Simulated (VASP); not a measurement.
**Sc: single point with PBEsol**

The system is Sc.

```xyz
1
Lattice="-1.8406 1.8406 2.3319 1.8406 -1.8406 2.3319 1.8406 1.8406 -2.3319" Properties=species:S:1:pos:R:3 pbc="T T T"
Sc    0.0000    0.0000    0.0000
```

| Quantity | Value |
| --- | --- |
| Program | VASP 6.6.1 |
| Task | single point |
| Functional | PBEsol |
| Potentials or basis | VASP PAW PBE potentials, release 64 (Sc_sv) |
| Cutoff | 520 eV |
| k mesh | 11 × 11 × 11 |
| Occupations | methfessel-paxton, width 0.15 eV |
| Spin | no spin polarisation |
| Dipole correction | no |
| Further INCAR settings | ALGO = Normal; EDIFF = 1e-06; NBANDS = 12 |

```
Pressure               : -9.8 GPa
Band gap on the k mesh : zero (an odd number of electrons rules out a gap without spin polarisation)
```

Stress tensor (GPa, compression positive):
```
-10.45   0.00   0.00
  0.00 -10.45   0.00
  0.00   0.00  -8.62
```

Levels at points of the mesh, in eV from the Fermi level:
| k point | band 1 | band 2 | band 3 | band 4 | band 5 | band 6 | band 7 | band 8 | band 9 | band 10 |
| --- | --- | --- | --- | --- | --- | --- | --- | --- | --- | --- |
| (0.00, 0.00, 0.00) | -49.92 | -28.51 | -28.50 | -28.50 | -4.65 | 1.08 | 1.08 | 1.56 | 1.88 | 2.39 |

Wall time 26 s on 1 thread of Intel(R) Xeon(R) Platinum 8488C (Sapphire Rapids), with other jobs on the host, peak memory 0.18 GiB.

Caveat: the cell stands under tension; the PAW data sets were made with another functional, which shifts forces and pressure a little.
